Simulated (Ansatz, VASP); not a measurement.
C: VASP beside Ansatz

```xyz
4
Lattice="1.2280 -2.1271 0.0000 1.2280 2.1271 0.0000 0.0000 0.0000 7.1733" Properties=species:S:1:pos:R:3 pbc="T T T"
C     1.2280    1.7726    5.3817
C     1.2280   -0.3545    1.7916
C     1.2280   -1.7726    1.7916
C     1.2280    0.3545    5.3817
```

Alike in both runs: functional PBE; dispersion D3(BJ); k mesh 18 × 18 × 6; occupations gaussian, width 0.1 eV; no spin polarisation.

Ansatz relaxed the structure, and its values are those at the end. VASP's run is a single point on that final structure, the one shown.

|  | VASP | Ansatz |
| --- | --- | --- |
| version | VASP 6.6.1 | Ansatz 0.2.0 |
| potentials or method | VASP PAW PBE potentials, release 64 (C), cutoff 520 eV | scalar-relativistic, plane waves, PAW |
| valence electrons in the cell | 16 | 16 |

VASP gave:

```
gap on the k mesh at the Fermi level (eV) : none
pressure (GPa)                            : 3.1
```

Question: Estimate Ansatz's values.

Answer: gap on the k mesh at the Fermi level (eV): none; pressure (GPa): 2.6.

A gap of «none» marks a metal or a gap that the smearing closes. Ansatz's warnings: stress scf threshold loose.
